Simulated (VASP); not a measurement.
# PmSe2 (P-3m1) in VASP: further runs

Runs on PmSe2. Level: PBE. Tasks: single point.

Program: VASP 6.6.1. These are calculated values, not measurements. Logs are shortened: lines on timing, memory, paths and dates and some standing lists are left out, and cuts for length are marked.

### 1 The cell of the first run

It takes space group P-3m1 (No. 164, trigonal). The conventional cell has a = 4.295 Å, b = 4.295 Å, c = 6.412 Å, α = 90.00°, β = 90.00°, γ = 120.00°. Within 3.8 Å of Pm (site symmetry -3m) lie 6 Se at 2.88 Å. Se (site symmetry 3m) has 3 Pm at 2.88 Å and 3 Se at 3.84 Å within 3.9 Å.

### 2 Single point, PBE, collinear spin, ferrimagnetic start

Contents of INCAR:

```
SYSTEM = PmSe2
  ALGO = Normal
  EDIFF = 1E-6
  ENCUT = 600
  GGA = PE
  GGA_COMPAT = .False.
  ISIF = 2
  ISMEAR = 0
  ISPIN = 2
  LASPH = .True.
  LCHARG = .False.
  LMAXMIX = 6
  LORBIT = 11
  LREAL = .False.
  LWAVE = .False.
  MAGMOM = 2 -1 4
  NBANDS = 24
  NELM = 200
  PREC = Accurate
  SIGMA = 0.05
```

Contents of KPOINTS:

```
k-points
0
Gamma
  10 10 6
  0 0 0
```

Contents of POSCAR:

```
PmSe2
1.0
    4.2951466609      0.0000000000      0.0000000000
   -2.1475733304      3.7197061214      0.0000000000
    0.0000000000      0.0000000000      6.4121230199
Pm Se
1 2
Direct
    0.0000000000      0.0000000000      0.0000000000
    0.3333333333      0.6666666667      0.2289041755
    0.6666666667      0.3333333333      0.7710958245
```

Potentials or basis: VASP PAW PBE potentials, release 64 (Pm, Se).

On the command line:

```bash
$ cat potpaw_PBE.64/Pm/POTCAR potpaw_PBE.64/Se/POTCAR > POTCAR
$ mpirun -np 1 vasp_std > vasp.out
```

OUTCAR:

```text
SYSTEM = PmSe2
   EDIFF = 1E-6
   ENCUT = 600
   GGA = PE
   ISIF = 2
   ISMEAR = 0
   ISPIN = 2
   LASPH = .True.
   LORBIT = 11
   LREAL = .False.
   NELM = 200
   PREC = Accurate

 ion  position               nearest neighbor table
   1  0.000  0.000  0.000-   2 2.88   3 2.88   3 2.88   2 2.88   3 2.88   2 2.88
   2  0.333  0.667  0.229-   1 2.88   1 2.88   1 2.88
   3  0.667  0.333  0.771-   1 2.88   1 2.88   1 2.88

  LATTYP: Found a hexagonal cell.
 ALAT       =     4.2951466609
 C/A-ratio  =     1.4928763849

  Lattice vectors:

 A1 = (   4.2951466609,   0.0000000000,   0.0000000000)
 A2 = (  -2.1475733304,   3.7197061214,   0.0000000000)
 A3 = (   0.0000000000,   0.0000000000,   6.4121230199)

Analysis of symmetry for initial positions (statically):
=====================================================================
 Subroutine PRICEL returns:
 Original cell was already a primitive cell.

 Routine SETGRP: Setting up the symmetry group for a
 hexagonal supercell.

 Subroutine GETGRP returns: Found 12 space group operations
 (whereof 12 operations were pure point group operations)
 out of a pool of 24 trial point group operations.

The static configuration has the point symmetry D_3d.

Analysis of symmetry for dynamics (positions and initial velocities):
=====================================================================
 Subroutine PRICEL returns:
 Original cell was already a primitive cell.

 Routine SETGRP: Setting up the symmetry group for a
 hexagonal supercell.

 Subroutine GETGRP returns: Found 12 space group operations
 (whereof 12 operations were pure point group operations)
 out of a pool of 24 trial point group operations.

The dynamic configuration has the point symmetry D_3d.

Analysis of structural, dynamic, and magnetic symmetry:
=====================================================================
 Subroutine PRICEL returns:
 Original cell was already a primitive cell.

 Routine SETGRP: Setting up the symmetry group for a
 hexagonal supercell.

 Subroutine GETGRP returns: Found  6 space group operations
 (whereof  6 operations were pure point group operations)
 out of a pool of 24 trial point group operations.

The overall configuration has the point symmetry C_3v.

 Subroutine INISYM returns: Found  6 space group operations
 (whereof  6 operations are pure point group operations),
 and found     1 'primitive' translations

----------------------------------------------------------------------------------------

                                     Primitive cell

  volume of cell :     102.4445

  direct lattice vectors                    reciprocal lattice vectors
     4.295146661  0.000000000  0.000000000     0.232820921  0.134419221  0.000000000
    -2.147573330  3.719706121  0.000000000     0.000000000  0.268838442  0.000000000
     0.000000000  0.000000000  6.412123020     0.000000000  0.000000000  0.155954587

  length of vectors
     4.295146661  4.295146661  6.412123020     0.268838442  0.268838442  0.155954587

  position of ions in fractional coordinates (direct lattice)
     0.000000000  0.000000000  0.000000000
     0.333333333  0.666666667  0.228904175
     0.666666667  0.333333333  0.771095825

  ion indices of the primitive-cell ions
   primitive index   ion index
                 1           1
                 2           2
                 3           3

----------------------------------------------------------------------------------------

 KPOINTS: k-points

Automatic generation of k-mesh.
 Grid dimensions read from file:
 generate k-points for:   10   10    6

 Generating k-lattice:

  Cartesian coordinates                     Fractional coordinates (reciprocal lattice)
     0.023282092  0.013441922  0.000000000     0.100000000  0.000000000  0.000000000
     0.000000000  0.026883844  0.000000000     0.000000000  0.100000000  0.000000000
     0.000000000  0.000000000  0.025992431     0.000000000  0.000000000  0.166666667

  Length of vectors
     0.026883844  0.026883844  0.025992431

  Shift w.r.t. Gamma in fractional coordinates (k-lattice)
     0.000000000  0.000000000  0.000000000

 Subroutine IBZKPT returns following result:
 ===========================================

 Found     72 irreducible k-points:

 Following reciprocal coordinates:
            Coordinates               Weight
  0.000000  0.000000  0.000000      1.000000
  0.100000  0.000000  0.000000      6.000000
  0.200000  0.000000  0.000000      6.000000
  0.300000 -0.000000  0.000000      6.000000
  0.400000  0.000000  0.000000      6.000000
  0.500000  0.000000  0.000000      3.000000
[... 16 lines left out ...]
  0.000000  0.400000  0.166667      6.000000
  0.500000  0.000000  0.166667      6.000000
 [... further k-points ...]
   k-points           NKPTS =     72   k-points in BZ     NKDIM =     72   number of bands    NBANDS=     24
   number of dos      NEDOS =    301   number of ions     NIONS =      3
   total plane-waves  NPLWV =  69984
   dimension x,y,z NGX =    36 NGY =   36 NGZ =   54
   dimension x,y,z NGXF=    72 NGYF=   72 NGZF=  108
   ions per type =               1   2
   NGX,Y,Z   is equivalent  to a cutoff of  13.93, 13.93, 14.00 a.u.
   NGXF,Y,Z  is equivalent  to a cutoff of  27.87, 27.87, 28.00 a.u.
 SYSTEM =  PmSe2
   PREC   = accura    normal or accurate (medium, high low for compatibility)
   ISTART =      0    job   : 0-new  1-cont  2-samecut
   ICHARG =      2    charge: 1-file 2-atom 10-const
   ISPIN  =      2    spin polarized calculation?
   LNONCOLLINEAR =      F non collinear calculations
   LSORBIT =      F    spin-orbit coupling
   LASPH  =      T    aspherical Exc in radial PAW
   ENCUT  =  600.0 eV  44.10 Ry    6.64 a.u.   8.58  8.58 12.81*2*pi/ulx,y,z
   NELM   =    200;   NELMIN=  2; NELMDL= -5     # of ELM steps
   EDIFF  = 0.1E-05   stopping-criterion for ELM
   LREAL  =      F    real-space projection
   EDIFFG = 0.1E-04   stopping-criterion for IOM
   NSW    =      0    number of steps for IOM
   IBRION =     -1    ionic relax: 0-MD 1-quasi-New 2-CG
   NFREE  =      0    steps in history (QN), initial steepest desc. (CG)
   ISIF   =      2    stress and relaxation
   ISYM   =      2    0-nonsym 1-usesym 2-fastsym
   POTIM  = 0.5000    time-step for ionic-motion
   TEBEG  =    0.0;   TEEND  =   0.0 temperature during run
   PSTRESS=    0.0 pullay stress
   NELECT =      27.0000    total number of electrons
   NUPDOWN=      -1.0000    fix difference up-down
   EMIN   =  10.00;   EMAX   =-10.00  energy-range for DOS
   EFERMI =   0.00;   METHOD = LEGACY
   ISMEAR =     0;   SIGMA  =   0.05  broadening in eV -4-tet -1-fermi 0-gaus
   EFERMI_NEDOS =   21; number of points for ismear=-14 and -15
   IALGO  =     38    algorithm
   IMIX   =      4    mixing-type and parameters
     AMIX     =   0.40;   BMIX     =  1.00
     AMIX_MAG =   1.60;   BMIX_MAG =  1.00
  volume/ion in A,a.u.               =      34.15       230.44
  Fermi-wavevector in a.u.,A,eV,Ry     =   1.049623  1.983500 14.989648  1.101708
  Thomas-Fermi vector in A             =   2.184593
   LORBIT       =     11    0 simple, 1 ext, 2 COOP (PROOUT), +10 PAW based schemes
   GGA     = PE    functional components
   LHFCALC =     F    Hartree Fock is set to
   AEXX    =    0.0000 exact exchange contribution
   IVDW    =     0    specifies the selected vdW correction
   LEPSILON=     F    determine dielectric tensor
   LRPA    =     F    only Hartree local field effects (RPA)
 spin polarized calculation
 Gauss-broadening in eV      SIGMA  =   0.05
  energy-cutoff  :      600.00
  volume of cell :      102.44
 maximum number of plane-waves:      3451
 NGX is ok and might be reduce to    36
   NGX = 17   NGY = 17   NGZ = 25

 number of electron      27.0000001 magnetization       3.0974805

 Free energy of the ion-electron system (eV)
  ---------------------------------------------------
  ext. energy  EPLUGINS =         0.00000000
  ---------------------------------------------------
  free energy    TOTEN  =       -18.41919072 eV

  energy without entropy =      -18.41546707  energy(sigma->0) =      -18.41732889

 E-fermi :   1.3782     XC(G=0):  -8.3105

 val. band max:        1.3597472133   @ k =   0.1000   0.1000   0.1667
 cond. band min:       1.3891515462   @ k =   0.0000   0.2000   0.1667
 fundamental gap:      0.0294043328
 Fermi energy:         1.3781555703

 spin component 1

 k-point     1 :       0.0000    0.0000    0.0000
  band No.  band energies     occupation
      1     -36.6774      1.00000
      2     -17.0839      1.00000
      3     -16.8594      1.00000
      4     -16.8594      1.00000
      5     -10.1143      1.00000
      6      -9.1668      1.00000
[... 16 lines left out ...]
     23       6.4874      0.00000
     24       7.4301      0.00000
[... 598 lines left out ...]
      2     -17.1757      1.00000
      3     -16.9879      1.00000
      4     -16.9140      1.00000
      5      -9.6614      1.00000
      6      -9.2192      1.00000
[... 16 lines left out ...]
     23       8.1292      0.00000
     24       8.4279      0.00000

 [... further k-points ...]

 spin component 2

 k-point     1 :       0.0000    0.0000    0.0000
  band No.  band energies     occupation
      1     -34.8320      1.00000
      2     -15.8515      1.00000
      3     -15.5518      1.00000
      4     -15.5518      1.00000
      5     -10.4563      1.00000
      6      -9.4730      1.00000
[... 16 lines left out ...]
     23       6.6424      0.00000
     24       7.4319      0.00000
[... 598 lines left out ...]
      2     -15.9848      1.00000
      3     -15.7020      1.00000
      4     -15.6193      1.00000
      5     -10.0343      1.00000
      6      -9.4896      1.00000
[... 16 lines left out ...]
     23       8.1889      0.00000
     24       8.8107      0.00000

 [... further k-points ...]

------------------------ aborting loop because EDIFF is reached ----------------------------------------

  FORCE on cell =-STRESS in cart. coord.  units (eV):
  Direction    XX          YY          ZZ          XY          YZ          ZX
  --------------------------------------------------------------------------------------
  -------------------------------------------------------------------------------------
  Total        0.0878040      0.0878040      0.0209112      0.0000000     -0.0000000     -0.0000000
  in kB        1.3732077      1.3732077      0.3270397      0.0000000     -0.0000000     -0.0000000
  external PRESSURE =       1.0244851 kB  Pullay stress =       0.0000000 kB

 VOLUME and BASIS-vectors are now :
 -----------------------------------------------------------------------------
  energy-cutoff  :      600.00
  volume of cell :      102.44
      direct lattice vectors                 reciprocal lattice vectors
     4.295146661  0.000000000  0.000000000     0.232820921  0.134419221  0.000000000
    -2.147573330  3.719706121  0.000000000     0.000000000  0.268838442  0.000000000
     0.000000000  0.000000000  6.412123020     0.000000000  0.000000000  0.155954587

 POSITION                                       TOTAL-FORCE (eV/Angst)
 -----------------------------------------------------------------------------------
      0.00000      0.00000      0.00000         0.000000     -0.000000      0.000008
     -0.00000      2.47980      1.46776         0.000000      0.000000      0.027998
      2.14757      1.23990      4.94436        -0.000000      0.000000     -0.028006
 -----------------------------------------------------------------------------------
    total drift:                                0.000000     -0.000000      0.000008

  FREE ENERGIE OF THE ION-ELECTRON SYSTEM (eV)
  ---------------------------------------------------
  free  energy   TOTEN  =       -18.4191907178 eV

  energy  without entropy=      -18.4154670695  energy(sigma->0) =      -18.41732889

 total charge

# of ion       s       p       d       f       tot
--------------------------------------------------
    1        2.009   5.579   0.510   4.164  12.262
    2        1.465   2.353   0.012   0.000   3.831
    3        1.465   2.353   0.012   0.000   3.831
--------------------------------------------------
tot          4.939  10.285   0.535   4.164  19.923

 magnetization (x)

# of ion       s       p       d       f       tot
--------------------------------------------------
    1       -0.013  -0.010   0.046   3.947   3.971
    2       -0.009  -0.308   0.001   0.000  -0.316
    3       -0.009  -0.308   0.001   0.000  -0.316
--------------------------------------------------
tot         -0.031  -0.626   0.049   3.947   3.339
```

Run time: 40 min. Hardware: 1 thread of Intel Xeon 8259CL, shared host; peak memory 0.57 GiB.

Results:

```yaml
Free_energy: -18.4192 eV
Pressure: 0.1 GPa
Largest_force: 0.028 eV/Å
Net_moment: 3.10 μB per cell
Site_moments: Pm +3.97; Se -0.32 μB
Valence_electrons_inside_the_program's_atomic_spheres: Pm 12.26; Se 3.83
```

Forces in eV/Å, atoms in the order of the input:
```
Pm   0.000  0.000  0.000
Se   0.000  0.000  0.028
Se   0.000  0.000 -0.028
```

Stress tensor (GPa, compression positive):
```
0.14 0.00 0.00
0.00 0.14 0.00
0.00 0.00 0.03
```

Caveat: the magnetic or orbital state may not be the lowest; spin-orbit coupling is left out, which moves the levels of the heavy elements; this functional lacks dispersion, which binds the layers, so the pressure and a relaxed spacing across them are unreliable; semilocal functionals describe open f shells poorly, which spoils levels, moments and volumes. With open d or f shells a metallic result of PBE can be an artefact of self-interaction; +U or a hybrid may open a gap.

### 3 Single point, PBE, collinear spin, ferromagnetic start (34.83 Å³/atom)

This run uses another cell than the first one, of 34.83 Å³/atom.

Contents of INCAR:

```
SYSTEM = PmSe2
PREC = Accurate ; ENCUT = 600
EDIFF = 1E-6 ; ISMEAR = 0
SIGMA = 0.05 ; LREAL = .FALSE.
LASPH = .TRUE. ; NELM = 200
ALGO = Normal ; ISIF = 2
LWAVE = .FALSE. ; LCHARG = .TRUE.
ISPIN = 2 ; MAGMOM = 4.39 0 0
LORBIT = 11 ; LMAXMIX = 6
GGA = PE ; LELF = .TRUE.
LVHAR = .TRUE. ; NBANDS = 24
GGA_COMPAT = .FALSE.
```

Contents of KPOINTS:

```
Automatic mesh
0
G
  10 10 6
  0 0 0
```

Contents of POSCAR:

```
PmSe2
1.0
    4.3014379792      0.0000000000      0.0000000000
   -2.1507189896      3.7251545628      0.0000000000
    0.0000000000      0.0000000000      6.5212474878
Pm Se
1 2
Direct
    0.0000000000      0.0000000000      0.0000000000
    0.3333333333      0.6666666667      0.2246776375
    0.6666666667      0.3333333333      0.7753223625
```

Potentials or basis: VASP PAW PBE potentials, release 64 (Pm, Se).

On the command line:

```bash
$ cat potpaw_PBE.64/Pm/POTCAR potpaw_PBE.64/Se/POTCAR > POTCAR
$ mpirun -np 1 vasp_std > vasp.out
```

It took 52 min on 1 thread of Intel Xeon 8259CL, shared host; peak memory 0.58 GiB.

The run converged. Its results:

| Quantity | Value |
| --- | --- |
| Free energy | -18.4189 eV |
| Pressure | 0.1 GPa |
| Largest force | 0.022 eV/Å |
| Net moment | 3.07 μB per cell |
| Site moments | Pm +3.97; Se -0.32 μB |
| Valence electrons inside the program's atomic spheres | Pm 12.26; Se 3.83 |

Forces in eV/Å, atoms in the order of the input:
```
Pm   0.000  0.000  0.000
Se   0.000  0.000  0.022
Se   0.000  0.000 -0.022
```

Levels at points of the mesh, in eV from the Fermi level:
Spin up:
```
           k point  band 11  band 12  band 13  band 14  band 15  band 16  band 17  band 18  band 19  band 20
(0.00, 0.00, 0.00)    -0.89    -0.70    -0.65    -0.44    -0.44     0.12     1.13     1.13     1.23     3.51
(0.50, 0.00, 0.00)    -0.99    -0.82    -0.80    -0.47    -0.38     0.05     0.07     0.33     0.42     3.07
(0.00, 0.00, 0.50)    -0.90    -0.90    -0.65    -0.45    -0.45     0.05     0.55     1.06     1.06     3.47
(0.50, 0.00, 0.50)    -0.96    -0.79    -0.64    -0.47    -0.33     0.04     0.23     0.49     0.62     3.14
```
Spin down:
```csv
k point,band 10,band 11,band 12,band 13,band 14,band 15
"(0.00, 0.00, 0.00)",-0.17,-0.17,-0.03,2.06,2.62,2.62
"(0.50, 0.00, 0.00)",-1.10,-0.88,-0.72,2.12,2.24,2.34
"(0.00, 0.00, 0.50)",-1.00,-0.24,-0.24,2.04,2.60,2.60
"(0.50, 0.00, 0.50)",-0.91,-0.57,-0.29,2.11,2.24,2.34
```

Caveat: the magnetic or orbital state may not be the lowest; spin-orbit coupling is left out, which moves the levels of the heavy elements; this functional lacks dispersion, which binds the layers, so the pressure and a relaxed spacing across them are unreliable; semilocal functionals describe open f shells poorly, which spoils levels, moments and volumes. With open d or f shells a metallic result of PBE can be an artefact of self-interaction; +U or a hybrid may open a gap.
